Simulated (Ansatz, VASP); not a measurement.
# Sr2HfO2 in VASP and in Ansatz

The input INCAR:

```
SYSTEM = Sr2HfO2
  ALGO = Normal
  EDIFF = 1E-7
  EDIFFG = -0.01
  ENCUT = 600
  GGA = PE
  IBRION = 2
  ISIF = 3
  ISMEAR = 0
  LASPH = .True.
  LCHARG = .False.
  LREAL = .False.
  LWAVE = .False.
  NELM = 100
  NSW = 100
  PREC = Accurate
  SIGMA = 0.1
```

Contents of KPOINTS:

```
k-points
0
Gamma
  8 8 6
  0 0 0
```

File POSCAR:

```
Sr2HfO2
1.0
    4.7103279675      0.0000000000      0.0000000000
    0.0000000000      4.7103279675      0.0000000000
    0.0000000000      0.0000000000      6.1277818634
Sr Hf O
2 1 2
Direct
    0.0000000000      0.0000000000      0.0000000000
    0.5000000000      0.5000000000      0.0000000000
    0.5000000000      0.5000000000      0.5000000000
    0.0000000000      0.0000000000      0.6141611610
    0.0000000000      0.0000000000      0.3858388390
```

Input for Ansatz:

```yaml
crystal:
  lattice:
    - [4.7103279675, 0.0, 0.0]
    - [0.0, 4.7103279675, 0.0]
    - [0.0, 0.0, 6.1277818634]
  atoms:
    - { symbol: Sr, position: [0.0, 0.0, 0.0] }
    - { symbol: Sr, position: [0.5, 0.5, 0.0] }
    - { symbol: Hf, position: [0.5, 0.5, 0.5] }
    - { symbol: O, position: [0.0, 0.0, 0.614161161] }
    - { symbol: O, position: [0.0, 0.0, 0.385838839] }
basis:
  ecutwfc: 420
kpoints:
  mp_grid: { grid: [8, 8, 6] }
hamiltonian:
  xc: pbe
scf:
  occupations: { method: gaussian, width: 0.1 }
output:
  forces: true
  stress: true
  eigenvalues: true
relax:
  adjacent_minimum: "off"
  f_tol: 0.01
  max_steps: 80
  cell: { stress_tol: 0.05 }
```

Alike in both runs: task relaxation of cell and atoms; functional PBE; k mesh 8 × 8 × 6; occupations gaussian, width 0.1 eV; no spin polarisation.

|  | VASP | Ansatz |
| --- | --- | --- |
| version | VASP 6.6.1 | Ansatz 0.2.0 |
| potentials or method | VASP PAW PBE potentials, release 64 (Sr_sv, Hf_pv, O), cutoff 600 eV | scalar-relativistic, plane waves, PAW |
| valence electrons in the cell | 42 | 58 |

```tsv
	VASP	Ansatz	Ansatz less VASP
gap on the k mesh at the Fermi level, each at its own relaxed structure (eV)	none	none	-
relaxed volume (Å³/atom)	27.83	27.85	+0.015
relaxed cell length with the largest relative difference (Å)	6.105	6.090	-0.0152
```

A gap of «none» marks a metal or a gap that the smearing closes. VASP's potentials hold 42 valence electrons a cell and Ansatz's 58, so a difference there can come from the potentials and not from the codes.

Neither program's run includes spin-orbit coupling.
